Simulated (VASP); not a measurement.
# AlN (Imm2) in VASP: further runs

Runs on AlN. Level: r2SCAN. Tasks: single point.

Program: VASP 6.6.1. These are calculated values, not measurements. Logs are shortened: lines on timing, memory, paths and dates and some standing lists are left out, and cuts for length are marked.

## (1) The cell of the first run

The structure is orthorhombic, space group Imm2 (No. 44). The conventional cell has a = 3.090 Å, b = 3.090 Å, c = 4.370 Å, α = 90.00°, β = 90.00°, γ = 90.00°. Within 2.3 Å of Al (site symmetry mm2) lie 4 N at 1.76 to 2.05 Å. N (site symmetry mm2) has 4 Al at 1.76 to 2.05 Å within 2.3 Å.

## (2) Single point, r2SCAN (all N atoms moved -0.250 Å, as atom 2 along Cartesian [1 0 0])

POSCAR

```
AlN
1.0
    0.0000000000      2.1849006282      2.1849006282
    2.1849006282      0.0000000000      2.1849006282
    2.1849006282      2.1849006282      0.0000000000
Al N
1 1
Direct
    0.0000000000      0.0000000000      0.0000000000
    0.8072108399      0.6927891601      0.6927891601
```

INCAR.step1

```
SYSTEM = AlN
ALGO = Normal
EDIFF = 1E-4
ENCUT = 520
GGA = PE
ISMEAR = 0
LASPH = .True.
LCHARG = .False.
LREAL = .False.
LWAVE = .True.
NBANDS = 11
NELM = 60
PREC = Accurate
SIGMA = 0.05
```

INCAR.step2

```
SYSTEM = AlN
ALGO = Normal
EDIFF = 1E-6
ENCUT = 520
ISIF = 2
ISMEAR = 0
ISTART = 1
LASPH = .True.
LCHARG = .False.
LMIXTAU = .True.
LREAL = .False.
LWAVE = .False.
METAGGA = R2SCAN
NBANDS = 11
NELM = 60
PREC = Accurate
SIGMA = 0.05
```

KPOINTS

```
k-points
0
Gamma
  10 10 10
  0 0 0
```

Potentials or basis: VASP PAW PBE potentials, release 64 (Al, N).

Started as:

```bash
cat potpaw_PBE.64/Al/POTCAR potpaw_PBE.64/N/POTCAR > POTCAR
cp INCAR.step1 INCAR
mpirun -np 1 vasp_std > vasp.out
cp INCAR.step2 INCAR
mpirun -np 1 vasp_std > vasp.out
```

OUTCAR:

```text
SYSTEM = AlN
   EDIFF = 1E-6
   ENCUT = 520
   ISIF = 2
   ISMEAR = 0
   ISTART = 1
   LASPH = .True.
   LREAL = .False.
   METAGGA = R2SCAN
   NELM = 60
   PREC = Accurate

 ion  position               nearest neighbor table
   1  0.000  0.000  0.000-   2 1.76   2 1.76   2 2.05   2 2.05
   2  0.807  0.693  0.693-   1 1.76   1 1.76   1 2.05   1 2.05

  LATTYP: Found a face centered cubic cell.
 ALAT       =     4.3698012564

  Lattice vectors:

 A1 = (   0.0000000000,   2.1849006282,   2.1849006282)
 A2 = (   2.1849006282,   0.0000000000,   2.1849006282)
 A3 = (   2.1849006282,   2.1849006282,   0.0000000000)

Analysis of symmetry for initial positions (statically):
=====================================================================
 Subroutine PRICEL returns:
 Original cell was already a primitive cell.

 Routine SETGRP: Setting up the symmetry group for a
 face centered cubic supercell.

 Subroutine GETGRP returns: Found  4 space group operations
 (whereof  4 operations were pure point group operations)
 out of a pool of 48 trial point group operations.

The static configuration has the point symmetry C_2v.

Analysis of symmetry for dynamics (positions and initial velocities):
=====================================================================
 Subroutine PRICEL returns:
 Original cell was already a primitive cell.

 Routine SETGRP: Setting up the symmetry group for a
 face centered cubic supercell.

 Subroutine GETGRP returns: Found  4 space group operations
 (whereof  4 operations were pure point group operations)
 out of a pool of 48 trial point group operations.

The dynamic configuration has the point symmetry C_2v.

 Subroutine INISYM returns: Found  4 space group operations
 (whereof  4 operations are pure point group operations),
 and found     1 'primitive' translations

----------------------------------------------------------------------------------------

                                     Primitive cell

  volume of cell :      20.8605

  direct lattice vectors                    reciprocal lattice vectors
     0.000000000  2.184900628  2.184900628    -0.228843360  0.228843360  0.228843360
     2.184900628  0.000000000  2.184900628     0.228843360 -0.228843360  0.228843360
     2.184900628  2.184900628  0.000000000     0.228843360  0.228843360 -0.228843360

  length of vectors
     3.089916101  3.089916101  3.089916101     0.396368326  0.396368326  0.396368326

  position of ions in fractional coordinates (direct lattice)
     0.000000000  0.000000000  0.000000000
[... 87 lines left out ...]
   TEBEG  =    0.0;   TEEND  =   0.0 temperature during run
   PSTRESS=    0.0 pullay stress
   NELECT =       8.0000    total number of electrons
   NUPDOWN=      -1.0000    fix difference up-down
   EMIN   =  10.00;   EMAX   =-10.00  energy-range for DOS
   EFERMI =   0.00;   METHOD = LEGACY
   ISMEAR =     0;   SIGMA  =   0.05  broadening in eV -4-tet -1-fermi 0-gaus
   EFERMI_NEDOS =   21; number of points for ismear=-14 and -15
   IALGO  =     38    algorithm
   IMIX   =      4    mixing-type and parameters
     AMIX     =   0.40;   BMIX     =  1.00
     AMIX_MAG =   1.60;   BMIX_MAG =  1.00
  volume/ion in A,a.u.               =      10.43        70.39
  Fermi-wavevector in a.u.,A,eV,Ry     =   1.189405  2.247650 19.247952  1.414685
  Thomas-Fermi vector in A             =   2.325513
   LORBIT       =      0    0 simple, 1 ext, 2 COOP (PROOUT), +10 PAW based schemes
   METAGGA = R2SCAN    functional components
   LHFCALC =     F    Hartree Fock is set to
   AEXX    =    0.0000 exact exchange contribution
   IVDW    =     0    specifies the selected vdW correction
   LEPSILON=     F    determine dielectric tensor
   LRPA    =     F    only Hartree local field effects (RPA)
 non-spin polarized calculation
 Gauss-broadening in eV      SIGMA  =   0.05
  energy-cutoff  :      520.00
  volume of cell :       20.86
 maximum number of plane-waves:       588
   NGX = 11   NGY = 11   NGZ = 11

 number of electron       8.0000000 magnetization

 Free energy of the ion-electron system (eV)
  ---------------------------------------------------
  ext. energy  EPLUGINS =         0.00000000
  ---------------------------------------------------
  free energy    TOTEN  =       -18.72221102 eV

  energy without entropy =      -18.72221102  energy(sigma->0) =      -18.72221102

 E-fermi :   6.5306     XC(G=0): -11.4031

 val. band max:        6.2640787750   @ k =   0.0000   0.0000   0.0000
 cond. band min:       9.5637120865   @ k =   0.5000   0.5000   0.0000
 fundamental gap:      3.2996333115
 Fermi energy:         6.5305880770

 k-point     1 :       0.0000    0.0000    0.0000
  band No.  band energies     occupation
      1     -10.0762      2.00000
      2       4.9626      2.00000
      3       5.7274      2.00000
      4       6.2641      2.00000
      5      10.4138      0.00000
      6      19.0994      0.00000
      7      19.2405      0.00000
      8      19.2892      0.00000
      9      24.0370      0.00000
     10      24.1184      0.00000
     11      24.9614      0.00000
[... 309 lines left out ...]
 k-point    24 :       0.1000    0.0000    0.4000
  band No.  band energies     occupation
      1      -8.4013      2.00000
      2       0.5500      2.00000
      3       4.9160      2.00000
      4       5.4577      2.00000
      5      13.4505      0.00000
      6      15.9485      0.00000
      7      17.9136      0.00000
      8      19.0656      0.00000
      9      22.8393      0.00000
     10      25.8376      0.00000
     11      26.3128      0.00000

 [... further k-points ...]

------------------------ aborting loop because EDIFF is reached ----------------------------------------

  FORCE on cell =-STRESS in cart. coord.  units (eV):
  Direction    XX          YY          ZZ          XY          YZ          ZX
  --------------------------------------------------------------------------------------
  -------------------------------------------------------------------------------------
  Total       -0.1028674      1.5063517      1.5063517      0.0000000     -2.4029340      0.0000000
  in kB       -7.9006596    115.6942834    115.6942834      0.0000000   -184.5556601      0.0000000
  external PRESSURE =      74.4959691 kB  Pullay stress =       0.0000000 kB

 VOLUME and BASIS-vectors are now :
 -----------------------------------------------------------------------------
  energy-cutoff  :      520.00
  volume of cell :       20.86
      direct lattice vectors                 reciprocal lattice vectors
     0.000000000  2.184900628  2.184900628    -0.228843360  0.228843360  0.228843360
     2.184900628  0.000000000  2.184900628     0.228843360 -0.228843360  0.228843360
     2.184900628  2.184900628  0.000000000     0.228843360  0.228843360 -0.228843360

 POSITION                                       TOTAL-FORCE (eV/Angst)
 -----------------------------------------------------------------------------------
      0.00000      0.00000      0.00000        -3.545283      0.000000      0.000000
      3.02735      3.27735      3.27735         3.545283      0.000000      0.000000
 -----------------------------------------------------------------------------------
    total drift:                                0.002410      0.000001      0.000001

  FREE ENERGIE OF THE ION-ELECTRON SYSTEM (eV)
  ---------------------------------------------------
  free  energy   TOTEN  =       -18.7222110220 eV

  energy  without entropy=      -18.7222110220  energy(sigma->0) =      -18.72221102
```

OUTCAR.step1:

```text
SYSTEM = AlN
   EDIFF = 1E-4
   ENCUT = 520
   GGA = PE
   ISMEAR = 0
   LASPH = .True.
   LREAL = .False.
[... 556 lines left out ...]
      0.00000      0.00000      0.00000        -3.426224      0.000000      0.000000
      3.02735      3.27735      3.27735         3.426224      0.000000      0.000000
 -----------------------------------------------------------------------------------
    total drift:                               -0.009129      0.000000      0.000000

  FREE ENERGIE OF THE ION-ELECTRON SYSTEM (eV)
  ---------------------------------------------------
  free  energy   TOTEN  =       -14.3980631794 eV

  energy  without entropy=      -14.3980631794  energy(sigma->0) =      -14.39806318
```

OSZICAR.step1:

```text
N       E                     dE             d eps       ncg     rms          rms(c)
DAV:   1     0.124425071001E+02    0.12443E+02   -0.39324E+03  3818   0.608E+02
DAV:   2    -0.159870850719E+02   -0.28430E+02   -0.27132E+02  4524   0.138E+02
DAV:   3    -0.169752155738E+02   -0.98813E+00   -0.98641E+00  4581   0.248E+01
DAV:   4    -0.169805150481E+02   -0.52995E-02   -0.52991E-02  4284   0.198E+00
DAV:   5    -0.169805787229E+02   -0.63675E-04   -0.63674E-04  4533   0.209E-01    0.899E+00
DAV:   6    -0.144178053391E+02    0.25628E+01   -0.12855E+01  4324   0.179E+01    0.294E+00
DAV:   7    -0.144075176654E+02    0.10288E-01   -0.18158E-01  4272   0.338E+00    0.212E+00
DAV:   8    -0.143993227756E+02    0.81949E-02   -0.33051E-02  4221   0.165E+00    0.527E-01
DAV:   9    -0.143979956198E+02    0.13272E-02   -0.47513E-03  4515   0.423E-01    0.204E-01
DAV:  10    -0.143980631794E+02   -0.67560E-04   -0.40118E-04  4071   0.142E-01
   1 F= -.14398063E+02 E0= -.14398063E+02  d E =-.780570E-18
```

Run time: 78 s. Hardware: 1 thread of Intel Xeon Platinum 8488C (Sapphire Rapids), shared host; peak memory 0.16 GiB.

What came out:

```
Free energy            : -18.7222 eV
Pressure               : 7.4 GPa
Largest force          : 3.545 eV/Å
Band gap on the k mesh : 3.30 eV (least direct gap 4.15 eV)
```

Forces in eV/Å, atoms in the order of the input:
```
Al  -3.545  0.000  0.000
N    3.545  0.000  0.000
```

Caveat: the cell differs from its parent crystal (all N atoms moved -0.250 Å, as atom 2 along Cartesian [1 0 0]); the cell stands under pressure; the PAW data sets were made with another functional, which shifts forces and pressure a little. A k mesh can miss the band edges.

## (3) Single point, r2SCAN (all N atoms moved +0.438 Å, as atom 2 along Cartesian [1 0 0])

POSCAR: that of step 2 with these lines changed.

```diff
@@ -9,2 +9,2 @@
     0.0000000000      0.0000000000      0.0000000000
-    0.8072108399      0.6927891601      0.6927891601
+    0.6498810302      0.8501189698      0.8501189698
```

INCAR.step1

```
ALGO = Normal
EDIFF = 1E-4
ENCUT = 520
GGA = PE
ISMEAR = 0
LASPH = T
LCHARG = F
LREAL = F
LWAVE = T
NBANDS = 11
NELM = 80
PREC = Accurate
SIGMA = 0.05
```

INCAR.step2

```
ALGO = Normal
EDIFF = 1E-6
ENCUT = 520
ISIF = 2
ISMEAR = 0
ISTART = 1
LASPH = T
LCHARG = F
LMIXTAU = T
LREAL = F
LWAVE = F
METAGGA = R2SCAN
NBANDS = 11
NELM = 80
PREC = Accurate
SIGMA = 0.05
```

KPOINTS

```
k-points
0
Gamma
  10 10 10
```

Potentials or basis: VASP PAW PBE potentials, release 64 (Al, N).

Started as:

```bash
cat potpaw_PBE.64/Al/POTCAR potpaw_PBE.64/N/POTCAR > POTCAR
cp INCAR.step1 INCAR
mpirun -np 1 vasp_std > vasp.out
cp INCAR.step2 INCAR
mpirun -np 1 vasp_std > vasp.out
```

It took 70 s on 1 thread of Intel Xeon Platinum 8488C (Sapphire Rapids), shared host; peak memory 0.16 GiB.

Results (log left out):

```yaml
Free_energy: -17.8693 eV
Pressure: 22.0 GPa
Largest_force: 5.375 eV/Å
Band_gap_on_the_k_mesh: 2.93 eV (least direct gap 3.57 eV)
```

Forces on the atoms (eV/Å):
```
Al   5.375  0.000  0.000
N   -5.375  0.000  0.000
```

Stress tensor (GPa, compression positive):
```
-2.87  0.00  0.00
 0.00 34.50 37.09
 0.00 37.09 34.50
```

Levels at points of the mesh, in eV from the valence-band top:
| k point | band 1 | band 2 | band 3 | band 4 | band 5 | band 6 | band 7 | band 8 | band 9 |
| --- | --- | --- | --- | --- | --- | --- | --- | --- | --- |
| (0.00, 0.00, 0.00) | -16.66 | -2.06 | -0.70 | 0.00 | 3.57 | 12.51 | 12.62 | 12.98 | 17.41 |
| (0.50, 0.00, 0.00) | -14.62 | -7.05 | -1.45 | -0.65 | 6.60 | 9.06 | 10.72 | 12.18 | 17.12 |
| (0.00, 0.50, 0.00) | -14.74 | -6.44 | -2.49 | -0.87 | 6.93 | 9.75 | 11.27 | 11.28 | 17.08 |
| (0.50, 0.50, 0.00) | -14.05 | -5.95 | -2.57 | -2.39 | 2.93 | 7.61 | 13.12 | 16.37 | 16.88 |
| (0.00, 0.50, 0.50) | -14.08 | -5.78 | -3.60 | -2.11 | 3.26 | 8.78 | 13.41 | 15.95 | 16.04 |

Caveat: the cell differs from its parent crystal (all N atoms moved +0.438 Å, as atom 2 along Cartesian [1 0 0]); the cell stands under pressure; the PAW data sets were made with another functional, which shifts forces and pressure a little. A k mesh can miss the band edges.

## (4) Single point, r2SCAN (all N atoms moved +0.312 Å, as atom 2 along Cartesian [1 0 0])

POSCAR: that of step 3 with these lines changed.

```diff
@@ -9,2 +9,2 @@
     0.0000000000      0.0000000000      0.0000000000
-    0.6498810302      0.8501189698      0.8501189698
+    0.6784864501      0.8215135499      0.8215135499
```

INCAR.step1

```
SYSTEM = AlN
ALGO     = Normal         ! electronic algorithm
EDIFF    = 1E-4           ! SCF threshold, eV
ENCUT    = 520            ! plane-wave cutoff, eV
GGA      = PE             ! functional
ISMEAR   = 0              ! smearing method
LASPH    = .TRUE.         ! aspherical terms in the spheres
LCHARG   = .FALSE.        ! write CHGCAR
LREAL    = .FALSE.        ! projectors in reciprocal space
LWAVE    = .TRUE.         ! write WAVECAR
NBANDS   = 11             ! bands
NELM     = 100            ! most SCF steps
PREC     = Accurate       ! precision mode
SIGMA    = 0.05           ! smearing width, eV
```

INCAR.step2

```
SYSTEM = AlN
ALGO     = Normal         ! electronic algorithm
EDIFF    = 1E-6           ! SCF threshold, eV
ENCUT    = 520            ! plane-wave cutoff, eV
ISIF     = 2              ! what is computed and relaxed
ISMEAR   = 0              ! smearing method
ISTART   = 1            
LASPH    = .TRUE.         ! aspherical terms in the spheres
LCHARG   = .FALSE.        ! write CHGCAR
LMIXTAU  = .TRUE.       
LREAL    = .FALSE.        ! projectors in reciprocal space
LWAVE    = .FALSE.        ! write WAVECAR
METAGGA  = R2SCAN         ! meta-GGA
NBANDS   = 11             ! bands
NELM     = 100            ! most SCF steps
PREC     = Accurate       ! precision mode
SIGMA    = 0.05           ! smearing width, eV
```

KPOINTS

```
k-points
0
G
  10 10 10
  0 0 0
```

Started as:

```bash
cat potpaw_PBE.64/Al/POTCAR potpaw_PBE.64/N/POTCAR > POTCAR
cp INCAR.step1 INCAR
mpirun -np 1 vasp_std > vasp.out
cp INCAR.step2 INCAR
mpirun -np 1 vasp_std > vasp.out
```

Wall time 68 s (1 thread of Intel Xeon Platinum 8488C (Sapphire Rapids), shared host); peak memory 0.16 GiB.

The run converged. Its results:

| Item | Value |
| --- | --- |
| Free energy | -18.4775 eV |
| Pressure | 11.6 GPa |
| Largest force | 4.272 eV/Å |
| Band gap on the k mesh | 3.16 eV (least direct gap 3.96 eV) |

Forces in eV/Å, atoms in the order of the input:
```
Al   4.272  0.000  0.000
N   -4.272  0.000  0.000
```

Stress tensor (GPa, compression positive):
```
-1.20  0.00  0.00
 0.00 18.07 24.11
 0.00 24.11 18.07
```

Levels at points of the mesh, in eV from the valence-band top:
```csv
k point,band 2,band 3,band 4,band 5,band 6,band 7
"(0.00, 0.00, 0.00)",-1.58,-0.62,0.00,3.96,12.71,12.86
"(0.50, 0.00, 0.00)",-6.81,-1.28,-0.60,7.06,9.59,10.98
"(0.00, 0.50, 0.00)",-6.35,-2.01,-0.86,7.35,10.03,11.21
"(0.50, 0.50, 0.00)",-5.72,-2.44,-2.33,3.16,8.21,13.83
"(0.00, 0.50, 0.50)",-5.62,-3.17,-2.04,3.35,8.87,13.94
```

Caveat: the cell differs from its parent crystal (all N atoms moved +0.312 Å, as atom 2 along Cartesian [1 0 0]); the cell stands under pressure; the PAW data sets were made with another functional, which shifts forces and pressure a little. A k mesh can miss the band edges.

## (5) Single point, r2SCAN (all N atoms moved +0.188 Å, as atom 2 along Cartesian [1 0 0])

POSCAR: that of step 4 with these lines changed.

```diff
@@ -9,2 +9,2 @@
     0.0000000000      0.0000000000      0.0000000000
-    0.6784864501      0.8215135499      0.8215135499
+    0.7070918701      0.7929081299      0.7929081299
```

INCAR.step1

```
PREC     = Accurate       # precision mode
ENCUT    = 520            # plane-wave cutoff, eV
ISMEAR   = 0              # smearing method
SIGMA    = 0.05           # smearing width, eV
LREAL    = False          # projectors in reciprocal space
LASPH    = True           # aspherical terms in the spheres
NELM     = 80             # most SCF steps
NBANDS   = 11             # bands
GGA      = PE             # functional
ALGO     = Normal         # electronic algorithm
EDIFF    = 1E-4           # SCF threshold, eV
LWAVE    = True           # write WAVECAR
LCHARG   = False          # write CHGCAR
```

INCAR.step2

```
PREC     = Accurate       # precision mode
ENCUT    = 520            # plane-wave cutoff, eV
EDIFF    = 1E-7           # SCF threshold, eV
ISMEAR   = 0              # smearing method
SIGMA    = 0.05           # smearing width, eV
LREAL    = False          # projectors in reciprocal space
LASPH    = True           # aspherical terms in the spheres
NELM     = 80             # most SCF steps
ALGO     = Normal         # electronic algorithm
ISIF     = 2              # what is computed and relaxed
LWAVE    = False          # write WAVECAR
LCHARG   = True           # write CHGCAR
METAGGA  = R2SCAN         # meta-GGA
LMIXTAU  = True         
LELF     = True           # ELF
LVHAR    = True         
NBANDS   = 11             # bands
ISTART   = 1
```

KPOINTS

```
Automatic mesh
0
Gamma
  10 10 10
```

Started as:

```bash
cat potpaw_PBE.64/Al/POTCAR potpaw_PBE.64/N/POTCAR > POTCAR
cp INCAR.step1 INCAR
mpirun -np 1 vasp_std > vasp.out
cp INCAR.step2 INCAR
mpirun -np 1 vasp_std > vasp.out
```

It took 93 s on 1 thread of Intel Xeon Platinum 8488C (Sapphire Rapids), shared host; peak memory 0.16 GiB.

Results (log left out):

- Free energy: -18.9190 eV
- Pressure: 4.1 GPa
- Largest force: 2.734 eV/Å
- Band gap on the k mesh: 3.45 eV (least direct gap 4.34 eV)

Forces in eV/Å, atoms in the order of the input:
```
Al   2.734  0.000  0.000
N   -2.734  0.000  0.000
```

Stress tensor (GPa, compression positive):
```
-0.56  0.00  0.00
 0.00  6.40 13.32
 0.00 13.32  6.40
```

Levels at points of the mesh, in eV from the valence-band top:
| k point | band 2 | band 3 | band 4 | band 5 | band 6 | band 7 |
| --- | --- | --- | --- | --- | --- | --- |
| (0.00, 0.00, 0.00) | -1.00 | -0.43 | 0.00 | 4.34 | 12.98 | 13.10 |
| (0.50, 0.00, 0.00) | -6.49 | -1.03 | -0.55 | 7.53 | 10.11 | 11.32 |
| (0.00, 0.50, 0.00) | -6.20 | -1.44 | -0.78 | 7.74 | 10.36 | 11.35 |
| (0.50, 0.50, 0.00) | -5.44 | -2.24 | -2.20 | 3.45 | 8.79 | 14.47 |
| (0.00, 0.50, 0.50) | -5.40 | -2.66 | -1.95 | 3.52 | 9.05 | 14.50 |

Caveat: the cell differs from its parent crystal (all N atoms moved +0.188 Å, as atom 2 along Cartesian [1 0 0]); the cell stands under pressure; the PAW data sets were made with another functional, which shifts forces and pressure a little. A k mesh can miss the band edges.

## (6) Overview

| cell | gap on the mesh (eV) | pressure (GPa) | largest force (eV/Å) |
| --- | --- | --- | --- |
| as given, atomic positions A | 3.30 | 7.4 | 3.55 |
| as given, atomic positions B | 2.93 | 22.0 | 5.38 |
| as given, atomic positions C | 3.16 | 11.6 | 4.27 |
| as given, atomic positions D | 3.45 | 4.1 | 2.73 |

Alike in all rows: task single point; level r2SCAN; potentials or basis VASP PAW PBE potentials, release 64 (Al, N); no spin polarisation; k mesh 10 × 10 × 10; cutoff (eV) 520; smearing gaussian 0.05 eV.

Caveats: the cell stands under pressure; the PAW data sets were made with another functional, which shifts forces and pressure a little.

Absolute energies hang on the potentials; compare differences alone.
